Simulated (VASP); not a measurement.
# Ta2C: relaxation of shape and atoms at fixed volume with PBEsol

The system is Ta2C.

```
Ta C
1.0
     3.15614    0.00000    0.00000
    -1.57807    2.73330    0.00000
     0.00000    0.00000    5.01718
Ta C
2 1
Direct
  0.33333 0.66667 0.25111
  0.66667 0.33333 0.74889
  0.00000 0.00000 0.00000
```

```
Program                : VASP 6.6.1
Task                   : relaxation of shape and atoms at fixed volume
Functional             : PBEsol
Potentials or basis    : VASP PAW PBE potentials, release 64 (Ta_pv, C)
Cutoff                 : 600 eV
k mesh                 : 18 × 18 × 8
Occupations            : gaussian, width 0.1 eV
Spin                   : no spin polarisation
Dipole correction      : no
Further INCAR settings : ALGO = Normal; EDIFF = 1e-07; IBRION = 2; EDIFFG = -0.01; NSW = 50; ISIF = 4
```

| Item | Value |
| --- | --- |
| Energy gained by relaxing | 0.5 meV/atom |
| Ionic steps | 4 |
| Pressure after relaxing | -13.7 GPa |
| Band gap on the k mesh | zero (bands 13 and 14 overlap by 0.73 eV) |

Stress tensor (GPa, compression positive):
```
-13.62   0.00   0.00
  0.00 -13.62   0.00
  0.00   0.00 -13.72
```

Step by step:
```
step  energy change (eV)  largest force (eV/Å)  pressure (GPa)  volume (Å³)
   1              0.0000                0.2056          -14.16        43.28
   2             -0.0015                0.0576          -13.52        43.28
   3             -0.0016                0.0034          -13.67        43.28
   4             -0.0016                0.0014          -13.65        43.28
```

Final structure:
```
Ta C
1.0
     3.15574    0.00000    0.00000
    -1.57787    2.73295    0.00000
     0.00000    0.00000    5.01845
Ta C
2 1
Direct
  0.33333 0.66667 0.24952
  0.66667 0.33333 0.75048
  0.00000 0.00000 0.00000
```

Levels at points of the mesh, in eV from the Fermi level:
| k point | band 11 | band 12 | band 13 | band 14 | band 15 | band 16 |
| --- | --- | --- | --- | --- | --- | --- |
| (0.00, 0.00, 0.00) | -3.04 | 0.00 | 0.46 | 0.46 | 1.05 | 1.05 |
| (0.50, 0.00, 0.00) | -3.49 | -1.74 | -0.33 | 3.23 | 3.23 | 4.31 |
| (0.00, 0.00, 0.50) | -1.61 | -1.59 | -0.26 | -0.26 | 2.70 | 2.70 |
| (0.50, 0.00, 0.50) | -2.44 | -1.17 | -1.02 | 1.55 | 1.64 | 3.96 |

Wall time 8.5 min on 1 thread of AMD EPYC 7R43 64-Core Processor (Zen 3), with other jobs on the host, peak memory 0.32 GiB.

Caveat: the PAW data sets were made with another functional, which shifts forces and pressure a little; spin-orbit coupling is left out, which moves the levels of the heavy elements.
